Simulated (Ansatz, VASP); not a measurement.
Two plane-wave programs on CaBr

```
Ca Br
1.0
     3.96857    0.00000    0.00000
    -1.98428    3.43688    0.00000
     0.00000    0.00000    4.39816
Ca Br
1 1
Direct
  0.00000 0.00000 0.00000
  0.33333 0.66667 0.50000
```

Alike in both runs: task single point; functional PBE; k mesh 9 × 9 × 7; occupations fermi-dirac, width 0.05 eV; no spin polarisation.

|  | VASP | Ansatz |
| --- | --- | --- |
| version | VASP 6.6.1 | Ansatz 0.2.0 |
| potentials or method | VASP PAW PBE potentials, release 64 (Ca_sv, Br), cutoff 520 eV | plane waves, PAW |
| valence electrons in the cell | 17 | 17 |

|  | VASP | Ansatz | Ansatz less VASP |
| --- | --- | --- | --- |
| pressure (GPa) | -0.4 | -0.4 | -0.05 |
| traceless stress, the component that is largest in VASP (GPa) | 0.52 | 0.50 | -0.016 |
